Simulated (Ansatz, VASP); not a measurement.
**One calculation of MgF2, two programs**

INCAR

```
SYSTEM = MgF2
PREC = Accurate ; ENCUT = 600
EDIFF = 1E-6 ; ISMEAR = -1
SIGMA = 0.1 ; LREAL = .False.
LASPH = .True. ; NELM = 120
ALGO = Normal ; ISIF = 2
LWAVE = .False. ; LCHARG = .False.
GGA = PE ; NBANDS = 25
GGA_COMPAT = .False.
```

Contents of KPOINTS:

```
regular mesh
0
Gamma
  7 7 10
  0 0 0
```

POSCAR

```
MgF2
1.0
    3.9730202982      0.0000000000      0.0000000000
    0.0000000000      3.9730202982      0.0000000000
    0.0000000000      0.0000000000      2.6808585041
Mg F
2 4
Direct
    0.0000000000      0.0000000000      0.0000000000
    0.5000000000      0.5000000000      0.5000000000
    0.3003569416      0.3003569416      0.0000000000
    0.6996430584      0.6996430584      0.0000000000
    0.8003569416      0.1996430584      0.5000000000
    0.1996430584      0.8003569416      0.5000000000
```

Input for Ansatz:

```yaml
crystal:
  lattice:
    - [3.9730202982, 0.0, 0.0]
    - [0.0, 3.9730202982, 0.0]
    - [0.0, 0.0, 2.6808585041]
  atoms:
    - { symbol: Mg, position: [0.0, 0.0, 0.0] }
    - { symbol: Mg, position: [0.5, 0.5, 0.5] }
    - { symbol: F, position: [0.3003569416, 0.3003569416, 0.0] }
    - { symbol: F, position: [0.6996430584, 0.6996430584, 0.0] }
    - { symbol: F, position: [0.8003569416, 0.1996430584, 0.5] }
    - { symbol: F, position: [0.1996430584, 0.8003569416, 0.5] }
kpoints:
  mp_grid: { grid: [7, 7, 10] }
scf:
  occupations: { method: fermi_dirac, width: 0.1 }
hamiltonian:
  xc: pbe
  pseudopotentials: { kind: all_electron, datasets: crystal }
output:
  forces: true
  stress: true
  eigenvalues: true
```

Change from the starting cell: volume scaled by 0.62, crystal datasets.

Alike in both runs: task single point; functional PBE; k mesh 7 × 7 × 10; occupations fermi-dirac, width 0.1 eV; no spin polarisation.

|  | VASP | Ansatz |
| --- | --- | --- |
| version | VASP 6.6.1 | Ansatz 0.2.0 |
| potentials or method | VASP PAW PBE potentials, release 64 (Mg, F), cutoff 600 eV | all-electron PAW with datasets made for the crystal, scalar-relativistic |

```csv
,VASP,Ansatz,Ansatz less VASP
gap on the k mesh at the Fermi level (eV),10.60,10.62,+0.019
pressure (GPa),125.2,123.6,-1.56
"traceless stress, the component that is largest in VASP (GPa)",0.10,0.26,+0.167
rms of the force components (eV/Å),0.021,0.002,-0.0192
```

Atom by atom the forces differ by 0.023 eV/Å (rms over components). Both programs put the cell under a high pressure, so it lies far from rest at this level. Ansatz ran all-electron here, and VASP with PAW potentials.

Noted on VASP's run: the cell as given lies far from equilibrium.
